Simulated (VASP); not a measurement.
Input of a VASP 6.6.1 run:

The input POSCAR:

```
CdSe
1.0
    0.0000000000      3.0441590513      3.0441590513
    3.0441590513      0.0000000000      3.0441590513
    3.0441590513      3.0441590513      0.0000000000
Cd Se
1 1
Direct
    0.0000000000      0.0000000000      0.0000000000
    0.2500000000      0.2500000000      0.2500000000
```

File INCAR.step1:

```
PREC     = Accurate       # precision mode
ENCUT    = 520            # plane-wave cutoff, eV
ISMEAR   = 0              # smearing method
SIGMA    = 0.01           # smearing width, eV
LREAL    = False          # projectors in reciprocal space
LASPH    = True           # aspherical terms in the spheres
NELM     = 60             # most SCF steps
NBANDS   = 16             # bands
GGA      = PE             # functional
ALGO     = Normal         # electronic algorithm
EDIFF    = 1E-4           # SCF threshold, eV
LWAVE    = True           # write WAVECAR
LCHARG   = False          # write CHGCAR
```

File INCAR.step2:

```
PREC     = Accurate       # precision mode
ENCUT    = 520            # plane-wave cutoff, eV
EDIFF    = 1E-7           # SCF threshold, eV
ISMEAR   = 0              # smearing method
SIGMA    = 0.01           # smearing width, eV
LREAL    = False          # projectors in reciprocal space
LASPH    = True           # aspherical terms in the spheres
NELM     = 60             # most SCF steps
ALGO     = Normal         # electronic algorithm
ISIF     = 2              # what is computed and relaxed
LWAVE    = False          # write WAVECAR
LCHARG   = False          # write CHGCAR
METAGGA  = R2SCAN         # meta-GGA
LMIXTAU  = True         
NBANDS   = 16             # bands
ISTART   = 1
```

KPOINTS

```
regular mesh
0
Gamma
  8 8 8
```

Potentials or basis: VASP PAW PBE potentials, release 64 (Cd, Se).

Run with:

```bash
$ cat potpaw_PBE.64/Cd/POTCAR potpaw_PBE.64/Se/POTCAR > POTCAR
$ cp INCAR.step1 INCAR
$ mpirun -np 1 vasp_std > vasp.out
$ cp INCAR.step2 INCAR
$ mpirun -np 1 vasp_std > vasp.out
```

Problem. Predict the pressure.

Solution. 1.5 GPa.

Problem. Estimate the band gap on the k mesh.

Solution. 1.08 eV, direct.

Caveat: the cell differs from its parent crystal (strain -0.8%); the PAW data sets were made with another functional, which shifts forces and pressure a little.
